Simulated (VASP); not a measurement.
# ZnS (F-43m) in VASP: a series of runs

The runs below take ZnS through single point, with PBE0, r2SCAN+rVV10, PBE.

Program: VASP 6.6.1. These are calculated values, not measurements. Logs are shortened: lines on timing, memory, paths and dates and some standing lists are left out, and cuts for length are marked.

**1. The cell of the first run**

It takes space group F-43m (No. 216, cubic). The conventional cell has a = 5.368 Å, b = 5.368 Å, c = 5.368 Å, α = 90.00°, β = 90.00°, γ = 90.00°. Within 3.1 Å of Zn (site symmetry -43m) lie 4 S at 2.32 Å. Within 3.1 Å of S (site symmetry -43m) lie 4 Zn at 2.32 Å.

**2. Single point, PBE0**

POSCAR reads:

```
ZnS
1.0
    0.0000000000      2.6838652254      2.6838652254
    2.6838652254      0.0000000000      2.6838652254
    2.6838652254      2.6838652254      0.0000000000
Zn S
1 1
Direct
    0.7500000000      0.7500000000      0.7500000000
    0.0000000000      0.0000000000      0.0000000000
```

INCAR.step1 reads:

```
SYSTEM = ZnS
PREC = Accurate
ENCUT = 520
EDIFF = 1E-5
ISMEAR = -1
SIGMA = 0.05
LREAL = .FALSE.
LASPH = .TRUE.
NELM = 100
ALGO = Normal
ISIF = 2
LWAVE = .TRUE.
LCHARG = .FALSE.
GGA = PE
NBANDS = 16
```

INCAR.step2 reads:

```
SYSTEM = ZnS
PREC = Accurate
ENCUT = 520
EDIFF = 1E-6
ISMEAR = -1
SIGMA = 0.05
LREAL = .FALSE.
LASPH = .TRUE.
NELM = 100
ALGO = Normal
ISIF = 2
LWAVE = .FALSE.
LCHARG = .FALSE.
GGA = PE
LHFCALC = .TRUE.
AEXX = 0.25
PRECFOCK = Normal
ISTART = 1
NBANDS = 16
```

KPOINTS reads:

```
Automatic mesh
0
G
  5 5 5
  0 0 0
```

Potentials or basis: VASP PAW PBE potentials, release 64 (Zn, S).

Started as:

```bash
cat potpaw_PBE.64/Zn/POTCAR potpaw_PBE.64/S/POTCAR > POTCAR
cp INCAR.step1 INCAR
mpirun -np 1 vasp_std > vasp.out
cp INCAR.step2 INCAR
mpirun -np 1 vasp_std > vasp.out
```

OUTCAR:

```text
SYSTEM = ZnS
   PREC = Accurate
   ENCUT = 520
   EDIFF = 1E-6
   ISMEAR = -1
   LREAL = .FALSE.
   LASPH = .TRUE.
   NELM = 100
   ISIF = 2
   GGA = PE
   LHFCALC = .TRUE.
   AEXX = 0.25
   PRECFOCK = Normal
   ISTART = 1

 ion  position               nearest neighbor table
   1  0.750  0.750  0.750-   2 2.32   2 2.32   2 2.32   2 2.32
   2  0.000  0.000  0.000-   1 2.32   1 2.32   1 2.32   1 2.32

  LATTYP: Found a face centered cubic cell.
 ALAT       =     5.3677304508

  Lattice vectors:

 A1 = (   0.0000000000,   2.6838652254,   2.6838652254)
 A2 = (   2.6838652254,   0.0000000000,   2.6838652254)
 A3 = (   2.6838652254,   2.6838652254,   0.0000000000)

Analysis of symmetry for initial positions (statically):
=====================================================================
 Subroutine PRICEL returns:
 Original cell was already a primitive cell.

 Routine SETGRP: Setting up the symmetry group for a
 face centered cubic supercell.

 Subroutine GETGRP returns: Found 24 space group operations
 (whereof 24 operations were pure point group operations)
 out of a pool of 48 trial point group operations.

The static configuration has the point symmetry T_d .

Analysis of symmetry for dynamics (positions and initial velocities):
=====================================================================
 Subroutine PRICEL returns:
 Original cell was already a primitive cell.

 Routine SETGRP: Setting up the symmetry group for a
 face centered cubic supercell.

 Subroutine GETGRP returns: Found 24 space group operations
 (whereof 24 operations were pure point group operations)
 out of a pool of 48 trial point group operations.

The dynamic configuration has the point symmetry T_d .

 Subroutine INISYM returns: Found 24 space group operations
 (whereof 24 operations are pure point group operations),
 and found     1 'primitive' translations

----------------------------------------------------------------------------------------

                                     Primitive cell

  volume of cell :      38.6645

  direct lattice vectors                    reciprocal lattice vectors
     0.000000000  2.683865225  2.683865225    -0.186298476  0.186298476  0.186298476
     2.683865225  0.000000000  2.683865225     0.186298476 -0.186298476  0.186298476
     2.683865225  2.683865225  0.000000000     0.186298476  0.186298476 -0.186298476

  length of vectors
     3.795558601  3.795558601  3.795558601     0.322678425  0.322678425  0.322678425

  position of ions in fractional coordinates (direct lattice)
     0.750000000  0.750000000  0.750000000
     0.000000000  0.000000000  0.000000000

  ion indices of the primitive-cell ions
   primitive index   ion index
                 1           1
                 2           2

----------------------------------------------------------------------------------------

 KPOINTS: Automatic mesh

Automatic generation of k-mesh.
 Grid dimensions read from file:
 generate k-points for:    5    5    5

 Generating k-lattice:

  Cartesian coordinates                     Fractional coordinates (reciprocal lattice)
    -0.037259695  0.037259695  0.037259695     0.200000000  0.000000000  0.000000000
     0.037259695 -0.037259695  0.037259695     0.000000000  0.200000000  0.000000000
     0.037259695  0.037259695 -0.037259695     0.000000000  0.000000000  0.200000000

  Length of vectors
     0.064535685  0.064535685  0.064535685

  Shift w.r.t. Gamma in fractional coordinates (k-lattice)
     0.000000000  0.000000000  0.000000000

 Subroutine IBZKPT returns following result:
 ===========================================

 Found     10 irreducible k-points:

 Following reciprocal coordinates:
            Coordinates               Weight
  0.000000  0.000000  0.000000      1.000000
  0.200000  0.000000  0.000000      8.000000
  0.400000  0.000000  0.000000      8.000000
  0.200000  0.200000  0.000000      6.000000
  0.400000  0.200000  0.000000     24.000000
 -0.400000  0.200000  0.000000     24.000000
 -0.200000  0.200000  0.000000     12.000000
  0.400000  0.400000  0.000000      6.000000
 -0.400000  0.400000  0.000000     12.000000
 -0.400000  0.400000  0.200000     24.000000
   k-points           NKPTS =     10   k-points in BZ     NKDIM =    125   number of bands    NBANDS=     16
   number of dos      NEDOS =    301   number of ions     NIONS =      2
   total plane-waves  NPLWV =  21952
   dimension x,y,z NGX =    28 NGY =   28 NGZ =   28
   dimension x,y,z NGXF=    56 NGYF=   56 NGZF=   56
   ions per type =               1   1
   NGX,Y,Z   is equivalent  to a cutoff of  12.26, 12.26, 12.26 a.u.
   NGXF,Y,Z  is equivalent  to a cutoff of  24.53, 24.53, 24.53 a.u.
 SYSTEM =  ZnS
   PREC   = accura    normal or accurate (medium, high low for compatibility)
   ISTART =      1    job   : 0-new  1-cont  2-samecut
   ICHARG =      0    charge: 1-file 2-atom 10-const
   ISPIN  =      1    spin polarized calculation?
[... 35 lines left out ...]
   NKREDY  =     1    reduce k-point grid by
   NKREDZ  =     1    reduce k-point grid by
   AEXX    =    0.2500 exact exchange contribution
   HFSCREEN=    0.0000 screening length (either q_TF or 0.3 A-1)
   HFSCREENC=   0.0000 screening length for correlation (either q_TF or 0.3 A-1)
   ENCUTFOCK=  -1.0 apply spherical cutoff to Coloumb kernel
   IVDW    =     0    specifies the selected vdW correction
   LEPSILON=     F    determine dielectric tensor
   LRPA    =     F    only Hartree local field effects (RPA)
 non-spin polarized calculation
  energy-cutoff  :      520.00
  volume of cell :       38.66
 maximum number of plane-waves:      1055
  NGX = 24; NGY = 24; NGZ = 24

 number of electron      18.0000013 magnetization

 Free energy of the ion-electron system (eV)
  ---------------------------------------------------
  ext. energy  EPLUGINS =         0.00000000
  ---------------------------------------------------
  free energy    TOTEN  =        -8.93313912 eV

  energy without entropy =       -8.93313912  energy(sigma->0) =       -8.93313912

 E-fermi :   2.2998     XC(G=0):  -7.6657

 val. band max:        1.1881756165   @ k =   0.0000   0.0000   0.0000
 cond. band min:       5.3215255324   @ k =   0.0000   0.0000   0.0000
 fundamental gap:      4.1333499159
 Fermi energy:         2.2997648789

 k-point     1 :       0.0000    0.0000    0.0000
  band No.  band energies     occupation
      1     -13.3379      2.00000
      2      -6.7747      2.00000
      3      -6.7747      2.00000
      4      -6.7747      2.00000
      5      -6.3063      2.00000
      6      -6.3063      2.00000
[... 8 lines left out ...]
     15      15.1917      0.00000
     16      15.4254      0.00000

 k-point     2 :       0.2000    0.0000    0.0000
  band No.  band energies     occupation
      1     -13.0200      2.00000
      2      -6.7277      2.00000
      3      -6.7277      2.00000
      4      -6.7148      2.00000
      5      -6.3080      2.00000
      6      -6.3080      2.00000
[... 8 lines left out ...]
     15      14.2210      0.00000
     16      15.8589      0.00000

 k-point     3 :       0.4000    0.0000    0.0000
  band No.  band energies     occupation
      1     -12.4216      2.00000
      2      -6.6690      2.00000
      3      -6.6690      2.00000
      4      -6.3008      2.00000
      5      -6.2873      2.00000
      6      -6.2873      2.00000
[... 8 lines left out ...]
     15      15.9261      0.00000
     16      15.9261      0.00000

 k-point     4 :       0.2000    0.2000    0.0000
  band No.  band energies     occupation
      1     -12.9139      2.00000
      2      -6.7623      2.00000
      3      -6.6788      2.00000
      4      -6.6788      2.00000
      5      -6.3377      2.00000
      6      -6.2820      2.00000
[... 8 lines left out ...]
     15      15.7402      0.00000
     16      18.4538      0.00000
[... 58 lines left out ...]
 k-point     8 :       0.4000    0.4000    0.0000
  band No.  band energies     occupation
      1     -12.1168      2.00000
      2      -6.6814      2.00000
      3      -6.4882      2.00000
      4      -6.4882      2.00000
      5      -6.2422      2.00000
      6      -6.1748      2.00000
[... 8 lines left out ...]
     15      17.0099      0.00000
     16      19.6295      0.00000

 k-point     9 :      -0.4000    0.4000    0.0000
  band No.  band energies     occupation
      1     -11.9730      2.00000
      2      -6.6405      2.00000
      3      -6.4851      2.00000
      4      -6.4290      2.00000
      5      -6.2625      2.00000
      6      -5.9141      2.00000
[... 8 lines left out ...]
     15      16.4949      0.00000
     16      19.1610      0.00000

 k-point    10 :      -0.4000    0.4000    0.2000
  band No.  band energies     occupation
      1     -12.0547      2.00000
      2      -6.6109      2.00000
      3      -6.5566      2.00000
      4      -6.3925      2.00000
      5      -6.2904      2.00000
      6      -5.9787      2.00000
[... 8 lines left out ...]
     15      16.9614      0.00000
     16      19.3675      0.00000

------------------------ aborting loop because EDIFF is reached ----------------------------------------

  FORCE on cell =-STRESS in cart. coord.  units (eV):
  Direction    XX          YY          ZZ          XY          YZ          ZX
  --------------------------------------------------------------------------------------
  -------------------------------------------------------------------------------------
  Total        0.5617426      0.5617426      0.5617426     -0.0000000     -0.0000000      0.0000000
  in kB       23.2774752     23.2774752     23.2774752     -0.0000000     -0.0000000      0.0000000
  external PRESSURE =      23.2774752 kB  Pullay stress =       0.0000000 kB

 VOLUME and BASIS-vectors are now :
 -----------------------------------------------------------------------------
  energy-cutoff  :      520.00
  volume of cell :       38.66
      direct lattice vectors                 reciprocal lattice vectors
     0.000000000  2.683865225  2.683865225    -0.186298476  0.186298476  0.186298476
     2.683865225  0.000000000  2.683865225     0.186298476 -0.186298476  0.186298476
     2.683865225  2.683865225  0.000000000     0.186298476  0.186298476 -0.186298476

 POSITION                                       TOTAL-FORCE (eV/Angst)
 -----------------------------------------------------------------------------------
      4.02580      4.02580      4.02580        -0.000000     -0.000000     -0.000000
      0.00000      0.00000      0.00000         0.000000      0.000000      0.000000
 -----------------------------------------------------------------------------------
    total drift:                                0.000165      0.000104      0.000083

  FREE ENERGIE OF THE ION-ELECTRON SYSTEM (eV)
  ---------------------------------------------------
  free  energy   TOTEN  =        -8.9331391155 eV

  energy  without entropy=       -8.9331391155  energy(sigma->0) =       -8.93313912
```

Wall time 8.5 min (1 thread of Intel Xeon Platinum 8488C (Sapphire Rapids), shared host); peak memory 0.17 GiB.

Results:

| Item | Value |
| --- | --- |
| Free energy | -8.9331 eV |
| Pressure | 2.3 GPa |
| Band gap on the k mesh | 4.13 eV |

Caveat: the PAW data sets were made with another functional, which shifts forces and pressure a little.

**3. Single point, r2SCAN+rVV10**

This run uses another cell than the first one, of 19.73 Å³/atom.

POSCAR reads:

```
ZnS
1.0
    0.0000000000      2.7020000000      2.7020000000
    2.7020000000      0.0000000000      2.7020000000
    2.7020000000      2.7020000000      0.0000000000
Zn S
1 1
Direct
    0.7500000000      0.7500000000      0.7500000000
    0.0000000000      0.0000000000      0.0000000000
```

INCAR.step1 reads:

```
PREC = Accurate ; ENCUT = 520
ISMEAR = 1 ; SIGMA = 0.025
LREAL = F ; LASPH = T
NELM = 100 ; NBANDS = 16
GGA = PE ; ALGO = Normal
EDIFF = 1E-4 ; LWAVE = T
LCHARG = F
```

INCAR.step2 reads:

```
PREC = Accurate ; ENCUT = 520
EDIFF = 1E-7 ; ISMEAR = 1
SIGMA = 0.025 ; LREAL = F
LASPH = T ; NELM = 100
ALGO = Normal ; ISIF = 2
LWAVE = F ; LCHARG = F
METAGGA = R2SCAN ; LMIXTAU = T
LUSE_VDW = T ; IVDW_NL = 2
BPARAM = 11.95 ; CPARAM = 0.0093
NBANDS = 16 ; ISTART = 1
```

KPOINTS reads:

```
Automatic mesh
0
Gamma
  9 9 9
```

Potentials or basis: VASP PAW PBE potentials, release 64 (Zn, S).

Started as:

```bash
cat potpaw_PBE.64/Zn/POTCAR potpaw_PBE.64/S/POTCAR > POTCAR
cp INCAR.step1 INCAR
mpirun -np 1 vasp_std > vasp.out
cp INCAR.step2 INCAR
mpirun -np 1 vasp_std > vasp.out
```

Run time: 4.2 min. Hardware: 1 thread of Intel Xeon 8259CL, shared host; peak memory 0.27 GiB.

Results (log left out):

```
Free energy            : -18.3564 eV
Pressure               : -1.4 GPa
Band gap on the k mesh : 2.62 eV
```

Levels at points of the mesh, in eV from the valence-band top:
| k point | band 6 | band 7 | band 8 | band 9 | band 10 | band 11 | band 12 | band 13 |
| --- | --- | --- | --- | --- | --- | --- | --- | --- |
| (0.00, 0.00, 0.00) | -5.94 | 0.00 | 0.00 | 0.00 | 2.62 | 6.88 | 6.88 | 6.88 |

Caveat: the PAW data sets were made with another functional, which shifts forces and pressure a little.

**4. Single point, PBE, collinear spin**

This run uses another cell than the first one, of 18.54 Å³/atom.

INCAR reads:

```
SYSTEM = ZnS
PREC = Accurate
ENCUT = 520
EDIFF = 1E-7
ISMEAR = -5
SIGMA = 0.05
LREAL = .False.
LASPH = .True.
NELM = 150
ALGO = Normal
ISIF = 2
LWAVE = .False.
LCHARG = .False.
ISPIN = 2
MAGMOM = 0.58 0
LORBIT = 11
GGA = PE
NBANDS = 20
```

KPOINTS reads:

```
regular mesh
0
Gamma
  9 9 9
  0 0 0
```

POSCAR reads:

```
ZnS
1.0
    0.0000000000      2.6468416657      2.6468416657
    2.6468416657      0.0000000000      2.6468416657
    2.6468416657      2.6468416657      0.0000000000
Zn S
1 1
Direct
    0.7500000000      0.7500000000      0.7500000000
    0.0000000000      0.0000000000      0.0000000000
```

Started as:

```bash
cat potpaw_PBE.64/Zn/POTCAR potpaw_PBE.64/S/POTCAR > POTCAR
mpirun -np 1 vasp_std > vasp.out
```

Run time: 1.9 min. Hardware: 1 thread of Intel Xeon 8259CL, shared host; peak memory 0.19 GiB.

Results (log left out):

| Quantity | Value |
| --- | --- |
| Free energy | -6.7827 eV |
| Pressure | 7.2 GPa |
| Band gap on the k mesh | 2.39 eV |
| Net moment | 0.00 μB per cell |
| Valence electrons inside the program's atomic spheres | Zn 10.88; S 3.78 |

Levels at points of the mesh, in eV from the valence-band top:
Spin up:
| k point | band 7 | band 8 | band 9 | band 10 | band 11 | band 12 |
| --- | --- | --- | --- | --- | --- | --- |
| (0.00, 0.00, 0.00) | 0.00 | 0.00 | 0.00 | 2.39 | 6.34 | 6.34 |
Spin down:
```tsv
k point	band 5	band 6	band 7	band 8	band 9	band 10	band 11	band 12	band 13	band 14
(0.00, 0.00, 0.00)	-6.03	-6.03	0.00	0.00	0.00	2.39	6.34	6.34	6.34	11.83
```

Caveat: the cell stands under pressure.

**5. Single point, PBE, collinear spin**

This run uses another cell than the first one, of 18.94 Å³/atom.

INCAR reads:

```
PREC = Accurate
ENCUT = 520
EDIFF = 1E-6
ISMEAR = -5
SIGMA = 0.05
LREAL = False
LASPH = True
NELM = 150
ALGO = Normal
ISIF = 2
LWAVE = False
LCHARG = False
ISPIN = 2
MAGMOM = 0.58 0
LORBIT = 11
GGA = PE
NBANDS = 20
```

KPOINTS reads:

```
Automatic mesh
0
Gamma
  9 9 9
```

POSCAR reads:

```
ZnS
1.0
    0.0000000000      2.6654820099      2.6654820099
    2.6654820099      0.0000000000      2.6654820099
    2.6654820099      2.6654820099      0.0000000000
Zn S
1 1
Direct
    0.7500000000      0.7500000000      0.7500000000
    0.0000000000      0.0000000000      0.0000000000
```

Started as:

```bash
cat potpaw_PBE.64/Zn/POTCAR potpaw_PBE.64/S/POTCAR > POTCAR
mpirun -np 1 vasp_std > vasp.out
```

Wall time 89 s (1 thread of Intel Xeon 8259CL, shared host); peak memory 0.19 GiB.

The run converged. Its results:

| Quantity | Value |
| --- | --- |
| Free energy | -6.8133 eV |
| Pressure | 5.2 GPa |
| Band gap on the k mesh | 2.30 eV |
| Net moment | 0.00 μB per cell |
| Valence electrons inside the program's atomic spheres | Zn 10.85; S 3.77 |

Levels at points of the mesh, in eV from the valence-band top:
Spin up:
```csv
k point,band 7,band 8,band 9,band 10,band 11,band 12
"(0.00, 0.00, 0.00)",0.00,0.00,0.00,2.30,6.36,6.36
```
Spin down:
| k point | band 6 | band 7 | band 8 | band 9 | band 10 | band 11 | band 12 | band 13 |
| --- | --- | --- | --- | --- | --- | --- | --- | --- |
| (0.00, 0.00, 0.00) | -5.96 | 0.00 | 0.00 | 0.00 | 2.30 | 6.36 | 6.36 | 6.36 |

Caveat: the cell stands under pressure.

**6. Single point, PBE, collinear spin**

INCAR reads:

```
SYSTEM = ZnS
  PREC = Accurate
  ENCUT = 520
  EDIFF = 1E-6
  ISMEAR = -5
  SIGMA = 0.05
  LREAL = .False.
  LASPH = .True.
  NELM = 150
  ALGO = Normal
  ISIF = 2
  LWAVE = .False.
  LCHARG = .False.
  ISPIN = 2
  MAGMOM = 0.58 0
  LORBIT = 11
  GGA = PE
  NBANDS = 20
```

KPOINTS reads:

```
Automatic mesh
0
Gamma
  9 9 9
  0 0 0
```

POSCAR reads:

```
ZnS
1.0
    0.0000000000      2.6838652254      2.6838652254
    2.6838652254      0.0000000000      2.6838652254
    2.6838652254      2.6838652254      0.0000000000
Zn S
1 1
Direct
    0.7500000000      0.7500000000      0.7500000000
    0.0000000000      0.0000000000      0.0000000000
```

Potentials or basis: VASP PAW PBE potentials, release 64 (Zn, S).

Started as:

```bash
cat potpaw_PBE.64/Zn/POTCAR potpaw_PBE.64/S/POTCAR > POTCAR
mpirun -np 1 vasp_std > vasp.out
```

Wall time 99 s (1 thread of Intel Xeon 8259CL, shared host); peak memory 0.19 GiB.

It converged, with:

```yaml
Free_energy: -6.8345 eV
Pressure: 3.4 GPa
Band_gap_on_the_k_mesh: 2.20 eV
Net_moment: 0.00 μB per cell
Valence_electrons_inside_the_program's_atomic_spheres: Zn 10.82; S 3.76
```

Levels at points of the mesh, in eV from the valence-band top:
Spin up:
```
           k point  band 5  band 6  band 7  band 8  band 9  band 10  band 11  band 12  band 13  band 14
(0.00, 0.00, 0.00)   -5.90   -5.90    0.00    0.00    0.00     2.20     6.38     6.38     6.38    11.79
```
Spin down:
| k point | band 6 | band 7 | band 8 | band 9 | band 10 | band 11 | band 12 | band 13 |
| --- | --- | --- | --- | --- | --- | --- | --- | --- |
| (0.00, 0.00, 0.00) | -5.90 | 0.00 | 0.00 | 0.00 | 2.20 | 6.38 | 6.38 | 6.38 |

Caveat: the cell stands under pressure. As with any semilocal functional, this PBE gap is likely too small.

**7. Overview**

| level | spin | cell | k mesh | smearing | grid for exact exchange (PRECFOCK) | share of exact exchange | gap on the mesh (eV) | pressure (GPa) | moment (μB) |
| --- | --- | --- | --- | --- | --- | --- | --- | --- | --- |
| PBE0 | off | a = 3.796 Å, angles 60.0°, 2 atoms | 5 × 5 × 5 | fermi-dirac 0.05 eV | Normal | 0.25 | 4.13 | 2.3 | - |
| r2SCAN+rVV10 | off | a = 3.821 Å, angles 60.0°, 2 atoms | 9 × 9 × 9 | methfessel-paxton 0.025 eV | - | - | 2.62 | -1.4 | - |
| PBE | collinear | a = 3.743 Å, angles 60.0°, 2 atoms | 9 × 9 × 9 | tetrahedron | - | - | 2.39 | 7.2 | 0.00 |
| PBE | collinear | a = 3.770 Å, angles 60.0°, 2 atoms | 9 × 9 × 9 | tetrahedron | - | - | 2.30 | 5.2 | 0.00 |
| PBE | collinear | a = 3.796 Å, angles 60.0°, 2 atoms | 9 × 9 × 9 | tetrahedron | - | - | 2.20 | 3.4 | 0.00 |

Alike in all rows: task single point; potentials or basis VASP PAW PBE potentials, release 64 (Zn, S); cutoff (eV) 520.

Caveats: the cell stands under pressure (at least some runs); the PAW data sets were made with another functional, which shifts forces and pressure a little (at least some runs).

Total energies depend on the potentials used, so only differences within one code and one set of settings carry meaning.
